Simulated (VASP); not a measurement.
Wanted: the native input for a VASP 6.6.1 run.

* Task: single point
* Functional: PBE
* Potentials or basis: VASP PAW PBE potentials, release 64 (Cd)
* Cutoff: 520 eV
* k mesh: 18 × 18 × 18
* Occupations: gaussian, width 0.15 eV
* Spin: no spin polarisation
* Dipole correction: no
* Further INCAR settings: ALGO = Normal; EDIFF = 1e-06; NBANDS = 12

The structure of Cd lies in POSCAR:

```
Cd
1.0
    0.0000000000      2.3143393943      2.2541534960
    2.3143393943      0.0000000000      2.2541534960
    2.3143393943      2.3143393943      0.0000000000
Cd
1
Direct
    0.0000000000      0.0000000000      0.0000000000
```

This cell differs from its parent crystal: normal strain along x +0.0267, normal strain along y +0.0267.

These files were run (other wordings do the same):

INCAR

```
PREC = Accurate
ENCUT = 520
EDIFF = 1E-6
ISMEAR = 0
SIGMA = 0.15
LREAL = F
LASPH = T
NELM = 60
ALGO = Normal
ISIF = 2
LWAVE = F
LCHARG = F
GGA = PE
NBANDS = 12
```

KPOINTS

```
regular mesh
0
Gamma
  18 18 18
```

Potentials or basis: VASP PAW PBE potentials, release 64 (Cd).

Launch:

```sh
$ cat potpaw_PBE.64/Cd/POTCAR > POTCAR
$ mpirun -np 1 vasp_std > vasp.out
```

It gave:

| Quantity | Value |
| --- | --- |
| Pressure | -1.8 GPa |
| Band gap on the k mesh | zero (bands 6 and 7 overlap by 3.18 eV) |

Caveat: the cell differs from its parent crystal (normal strain along x +0.0267, normal strain along y +0.0267).

Wall time 51 s on 1 thread of AMD EPYC 9R45 96-Core Processor (Zen 5), with other jobs on the host, peak memory 0.21 GiB.
